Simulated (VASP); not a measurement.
# MgS in VASP: further runs, part 2 of 2

VASP 6.6.1. Earlier steps stand in the parts before.

## Step 4: Single point, r2SCAN (strain along [111] -5.0%)

File POSCAR:

```
MgS
1.0
   -0.0868906991      2.5146272379      2.5146272379
    2.5146272379     -0.0868906991      2.5146272379
    2.5146272379      2.5146272379     -0.0868906991
Mg S
1 1
Direct
    0.0000000000      0.0000000000      0.0000000000
    0.5000000000      0.5000000000      0.5000000000
```

File INCAR.step1:

```
PREC = Accurate
ENCUT = 520
ISMEAR = 0
SIGMA = 0.01
LREAL = False
LASPH = True
NELM = 100
NBANDS = 11
GGA = PE
ALGO = Normal
EDIFF = 1E-4
LWAVE = True
LCHARG = False
```

File INCAR.step2:

```
PREC = Accurate
ENCUT = 520
EDIFF = 1E-6
ISMEAR = 0
SIGMA = 0.01
LREAL = False
LASPH = True
NELM = 100
ALGO = Normal
ISIF = 2
LWAVE = False
LCHARG = False
METAGGA = R2SCAN
LMIXTAU = True
NBANDS = 11
ISTART = 1
```

File KPOINTS:

```
regular mesh
0
Gamma
  8 8 8
```

Potentials or basis: VASP PAW PBE potentials, release 64 (Mg, S).

The run is started by

```console
$ cat potpaw_PBE.64/Mg/POTCAR potpaw_PBE.64/S/POTCAR > POTCAR
$ cp INCAR.step1 INCAR
$ mpirun -np 1 vasp_std > vasp.out
$ cp INCAR.step2 INCAR
$ mpirun -np 1 vasp_std > vasp.out
```

OUTCAR:

```text
PREC = Accurate
   ENCUT = 520
   EDIFF = 1E-6
   ISMEAR = 0
   LREAL = False
   LASPH = True
   NELM = 100
   ISIF = 2
   METAGGA = R2SCAN
   ISTART = 1

 ion  position               nearest neighbor table
   1  0.000  0.000  0.000-   2 2.56   2 2.56   2 2.56   2 2.56   2 2.56   2 2.56
   2  0.500  0.500  0.500-   1 2.56   1 2.56   1 2.56   1 2.56   1 2.56   1 2.56

  LATTYP: Found a trigonal (rhomboedric) cell.
 ALAT       =     3.5572813053
 COS(alpha) =     0.4651681906

  Lattice vectors:

 A1 = (  -0.0868906991,   2.5146272379,   2.5146272379)
 A2 = (   2.5146272379,  -0.0868906991,   2.5146272379)
 A3 = (   2.5146272379,   2.5146272379,  -0.0868906991)

Analysis of symmetry for initial positions (statically):
=====================================================================
 Subroutine PRICEL returns:
 Original cell was already a primitive cell.

 Routine SETGRP: Setting up the symmetry group for a
 trigonal (rhombohedral) supercell.

 Subroutine GETGRP returns: Found 12 space group operations
 (whereof 12 operations were pure point group operations)
 out of a pool of 12 trial point group operations.

The static configuration has the point symmetry D_3d.

Analysis of symmetry for dynamics (positions and initial velocities):
=====================================================================
 Subroutine PRICEL returns:
 Original cell was already a primitive cell.

 Routine SETGRP: Setting up the symmetry group for a
 trigonal (rhombohedral) supercell.

 Subroutine GETGRP returns: Found 12 space group operations
 (whereof 12 operations were pure point group operations)
 out of a pool of 12 trial point group operations.

The dynamic configuration has the point symmetry D_3d.

 Subroutine INISYM returns: Found 12 space group operations
 (whereof 12 operations are pure point group operations),
 and found     1 'primitive' translations

----------------------------------------------------------------------------------------

                                     Primitive cell
[... 114 lines left out ...]
  Thomas-Fermi vector in A             =   2.149520
   LORBIT       =      0    0 simple, 1 ext, 2 COOP (PROOUT), +10 PAW based schemes
   METAGGA = R2SCAN    functional components
   LHFCALC =     F    Hartree Fock is set to
   AEXX    =    0.0000 exact exchange contribution
   IVDW    =     0    specifies the selected vdW correction
   LEPSILON=     F    determine dielectric tensor
   LRPA    =     F    only Hartree local field effects (RPA)
 non-spin polarized calculation
 Gauss-broadening in eV      SIGMA  =   0.01
  energy-cutoff  :      520.00
  volume of cell :       33.45
 maximum number of plane-waves:       913
 NGX is ok and might be reduce to    28
   NGX = 13   NGY = 13   NGZ = 13

 number of electron       7.9999999 magnetization

 Free energy of the ion-electron system (eV)
  ---------------------------------------------------
  ext. energy  EPLUGINS =         0.00000000
  ---------------------------------------------------
  free energy    TOTEN  =       -15.46892954 eV

  energy without entropy =      -15.46892954  energy(sigma->0) =      -15.46892954

 E-fermi :   4.3588     XC(G=0): -10.3209

 val. band max:        4.2928652649   @ k =   0.0000   0.0000   0.0000
 cond. band min:       7.4498518652   @ k =   0.5000   0.5000  -0.0000
 fundamental gap:      3.1569866003
 Fermi energy:         4.3588098908

 k-point     1 :       0.0000    0.0000    0.0000
  band No.  band energies     occupation
      1      -9.5259      2.00000
      2       3.8121      2.00000
      3       3.8121      2.00000
      4       4.2929      2.00000
      5       8.9624      0.00000
      6      12.1630      0.00000
      7      12.1630      0.00000
      8      13.1689      0.00000
      9      14.9940      0.00000
     10      14.9940      0.00000
     11      17.5769      0.00000
[... 309 lines left out ...]
 k-point    24 :       0.3750    0.1250    0.1250
  band No.  band energies     occupation
      1      -8.5819      2.00000
      2       0.3742      2.00000
      3       2.9048      2.00000
      4       3.4771      2.00000
      5      10.5258      0.00000
      6      12.1001      0.00000
      7      12.2333      0.00000
      8      12.8069      0.00000
      9      14.1858      0.00000
     10      18.3568      0.00000
     11      18.7448      0.00000

 [... further k-points ...]
[... 5 lines left out ...]
  --------------------------------------------------------------------------------------
  -------------------------------------------------------------------------------------
  Total        0.8578574      0.8578574      0.8578574      0.4297041      0.4297041      0.4297041
  in kB       41.0901103     41.0901103     41.0901103     20.5821980     20.5821980     20.5821980
  external PRESSURE =      41.0901103 kB  Pullay stress =       0.0000000 kB

 VOLUME and BASIS-vectors are now :
 -----------------------------------------------------------------------------
  energy-cutoff  :      520.00
  volume of cell :       33.45
      direct lattice vectors                 reciprocal lattice vectors
    -0.086890699  2.514627238  2.514627238    -0.188816534  0.195574434  0.195574434
     2.514627238 -0.086890699  2.514627238     0.195574434 -0.188816534  0.195574434
     2.514627238  2.514627238 -0.086890699     0.195574434  0.195574434 -0.188816534

 POSITION                                       TOTAL-FORCE (eV/Angst)
 -----------------------------------------------------------------------------------
      0.00000      0.00000      0.00000        -0.000000     -0.000000     -0.000000
      2.47118      2.47118      2.47118         0.000000      0.000000      0.000000
 -----------------------------------------------------------------------------------
    total drift:                                0.000000      0.000000      0.000000

  FREE ENERGIE OF THE ION-ELECTRON SYSTEM (eV)
  ---------------------------------------------------
  free  energy   TOTEN  =       -15.4689295362 eV

  energy  without entropy=      -15.4689295362  energy(sigma->0) =      -15.46892954
```

OUTCAR.step1:

```text
PREC = Accurate
   ENCUT = 520
   ISMEAR = 0
   LREAL = False
   LASPH = True
[... 559 lines left out ...]
      0.00000      0.00000      0.00000        -0.000000     -0.000000      0.000000
      2.47118      2.47118      2.47118         0.000000      0.000000     -0.000000
 -----------------------------------------------------------------------------------
    total drift:                                0.000000      0.000000      0.000000

  FREE ENERGIE OF THE ION-ELECTRON SYSTEM (eV)
  ---------------------------------------------------
  free  energy   TOTEN  =        -8.4478973605 eV

  energy  without entropy=       -8.4478973605  energy(sigma->0) =       -8.44789736
```

Run time: 41 s. Hardware: 1 thread of Intel Xeon 6975P-C (Granite Rapids), shared host; peak memory 0.17 GiB.

Results:

| Quantity | Value |
| --- | --- |
| Free energy | -15.4689 eV |
| Pressure | 4.1 GPa |
| Band gap on the k mesh | 3.16 eV (least direct gap 4.67 eV) |

Levels at points of the mesh, in eV from the valence-band top:
```tsv
k point	band 2	band 3	band 4	band 5	band 6	band 7
(0.00, 0.00, 0.00)	-0.48	-0.48	0.00	4.67	7.87	7.87
(0.50, 0.00, 0.00)	-5.54	-1.05	-0.77	5.07	7.15	7.68
(0.50, 0.50, 0.00)	-4.88	-2.40	-1.93	3.16	4.51	13.15
(0.50, 0.50, 0.50)	-5.32	-1.26	-1.26	4.58	6.82	6.82
```

Caveat: the cell differs from its parent crystal (strain along [111] -5.0%); the cell stands under pressure; the PAW data sets were made with another functional, which shifts forces and pressure a little.

## Step 5: Single point, HSE06 (biaxial xy strain -3.7%)

File POSCAR:

```
MgS
1.0
    0.0000000000      2.5044813180      2.6015179370
    2.5044813180      0.0000000000      2.6015179370
    2.5044813180      2.5044813180      0.0000000000
Mg S
1 1
Direct
    0.0000000000      0.0000000000      0.0000000000
    0.5000000000      0.5000000000      0.5000000000
```

File INCAR.step1:

```
  PREC = Accurate
  ENCUT = 520
  EDIFF = 1E-5
  ISMEAR = 0
  SIGMA = 0.01
  LREAL = F
  LASPH = T
  NELM = 80
  ALGO = Normal
  ISIF = 2
  LWAVE = T
  LCHARG = F
  NBANDS = 11
  GGA = PE
```

File INCAR.step2:

```
  PREC = Accurate
  ENCUT = 520
  EDIFF = 1E-7
  ISMEAR = 0
  SIGMA = 0.01
  LREAL = F
  LASPH = T
  NELM = 80
  ALGO = Normal
  ISIF = 2
  LWAVE = F
  LCHARG = F
  GGA = PE
  LHFCALC = T
  HFSCREEN = 0.2079
  PRECFOCK = Normal
  NBANDS = 11
  ISTART = 1
```

File KPOINTS:

```
Automatic mesh
0
Gamma
  6 6 6
```

The run is started by

```console
$ cat potpaw_PBE.64/Mg/POTCAR potpaw_PBE.64/S/POTCAR > POTCAR
$ cp INCAR.step1 INCAR
$ mpirun -np 1 vasp_std > vasp.out
$ cp INCAR.step2 INCAR
$ mpirun -np 1 vasp_std > vasp.out
```

Wall time 13 min (1 thread of Intel Xeon 6975P-C (Granite Rapids), shared host); peak memory 0.27 GiB.

It converged, with:

```
Free energy            : -9.8308 eV
Pressure               : 6.5 GPa
Band gap on the k mesh : 3.75 eV (least direct gap 5.36 eV)
```

Stress tensor (GPa, compression positive):
```
8.39 0.00 0.00
0.00 8.39 0.00
0.00 0.00 2.79
```

Levels at points of the mesh, in eV from the valence-band top:
```tsv
k point	band 1	band 2	band 3	band 4	band 5	band 6	band 7	band 8
(0.00, 0.00, 0.00)	-14.57	-0.17	-0.17	0.00	5.36	8.67	9.10	9.10
(0.50, 0.00, 0.00)	-12.92	-5.84	-0.93	-0.79	5.54	7.86	8.28	12.34
(0.50, 0.50, 0.00)	-12.56	-5.20	-2.01	-2.01	4.01	5.08	13.97	14.42
(0.50, 0.00, 0.50)	-12.38	-5.14	-2.40	-2.02	3.75	4.94	14.33	14.47
```

Caveat: the cell differs from its parent crystal (biaxial xy strain -3.7%); the cell stands under pressure; the PAW data sets were made with another functional, which shifts forces and pressure a little.

## Step 6: Single point, HSE06 (uniaxial x strain +2.0%)

File POSCAR:

```
MgS
1.0
    0.0000000000      2.6015179370      2.6015179370
    2.6540685993      0.0000000000      2.6015179370
    2.6540685993      2.6015179370      0.0000000000
Mg S
1 1
Direct
    0.0000000000      0.0000000000      0.0000000000
    0.5000000000      0.5000000000      0.5000000000
```

File INCAR.step1:

```
PREC = Accurate
ENCUT = 520
EDIFF = 1E-5
ISMEAR = 0
SIGMA = 0.01
LREAL = False
LASPH = True
NELM = 60
ALGO = Normal
ISIF = 2
LWAVE = True
LCHARG = False
NBANDS = 11
GGA = PE
```

File INCAR.step2:

```
PREC = Accurate
ENCUT = 520
EDIFF = 1E-7
ISMEAR = 0
SIGMA = 0.01
LREAL = False
LASPH = True
NELM = 60
ALGO = Normal
ISIF = 2
LWAVE = False
LCHARG = False
GGA = PE
LHFCALC = True
HFSCREEN = 0.2079
PRECFOCK = Normal
NBANDS = 11
ISTART = 1
```

File KPOINTS:

```
regular mesh
0
Gamma
  6 6 6
```

Potentials or basis: VASP PAW PBE potentials, release 64 (Mg, S).

The run is started by

```console
$ cat potpaw_PBE.64/Mg/POTCAR potpaw_PBE.64/S/POTCAR > POTCAR
$ cp INCAR.step1 INCAR
$ mpirun -np 1 vasp_std > vasp.out
$ cp INCAR.step2 INCAR
$ mpirun -np 1 vasp_std > vasp.out
```

Wall time 16 min (1 thread of Intel Xeon 6975P-C (Granite Rapids), shared host); peak memory 0.28 GiB.

It converged, with:

| Quantity | Value |
| --- | --- |
| Free energy | -9.8779 eV |
| Pressure | -2.1 GPa |
| Band gap on the k mesh | 3.61 eV (least direct gap 4.57 eV) |

Stress tensor (GPa, compression positive):
```
-3.32  0.00  0.00
 0.00 -1.56  0.00
 0.00  0.00 -1.56
```

Levels at points of the mesh, in eV from the valence-band top:
```csv
k point,band 1,band 2,band 3,band 4,band 5,band 6,band 7,band 8
"(0.00, 0.00, 0.00)",-13.91,-0.09,-0.09,0.00,4.57,8.91,9.12,9.12
"(0.50, 0.00, 0.00)",-12.53,-5.22,-0.71,-0.65,5.45,7.86,8.07,11.31
"(0.50, 0.50, 0.00)",-12.11,-4.54,-1.98,-1.79,3.61,5.31,13.32,14.22
"(0.00, 0.50, 0.50)",-12.19,-4.56,-1.80,-1.80,3.72,5.38,13.11,14.18
```

Caveat: the cell differs from its parent crystal (uniaxial x strain +2.0%); the PAW data sets were made with another functional, which shifts forces and pressure a little. A k mesh can miss the band edges.

## Step 7: Summary

| level | cell | k mesh | smearing | grid for exact exchange (PRECFOCK) | share of exact exchange | screening parameter | gap on the mesh (eV) | pressure (GPa) |
| --- | --- | --- | --- | --- | --- | --- | --- | --- |
| PBE | a = 3.679, b = 3.716, c = 3.716 Å, angles 59.3, 60.3, 60.3°, 2 atoms | 8 × 8 × 8 | fermi-dirac 0.02 eV | - | - | - | 2.65 | -0.6 |
| r2SCAN | a = 3.679, b = 3.716, c = 3.716 Å, angles 59.3, 60.3, 60.3°, 2 atoms | 8 × 8 × 8 | gaussian 0.01 eV | - | - | - | 3.30 | -1.9 |
| r2SCAN | a = 3.557 Å, angles 62.3°, 2 atoms | 8 × 8 × 8 | gaussian 0.01 eV | - | - | - | 3.16 | 4.1 |
| HSE06 | a = 3.611, b = 3.611, c = 3.542 Å, angles 60.6, 60.6, 58.7°, 2 atoms | 6 × 6 × 6 | gaussian 0.01 eV | Normal | 0.25 | 0.2079 1/Å | 3.75 | 6.5 |
| HSE06 | a = 3.679, b = 3.716, c = 3.716 Å, angles 59.3, 60.3, 60.3°, 2 atoms | 6 × 6 × 6 | gaussian 0.01 eV | Normal | 0.25 | 0.2079 1/Å | 3.61 | -2.1 |

Alike in all rows: task single point; potentials or basis VASP PAW PBE potentials, release 64 (Mg, S); no spin polarisation; cutoff (eV) 520.

Caveats: the PAW data sets were made with another functional, which shifts forces and pressure a little (at least some runs); the cell stands under pressure (at least some runs).

Absolute energies hang on the potentials; compare differences alone.
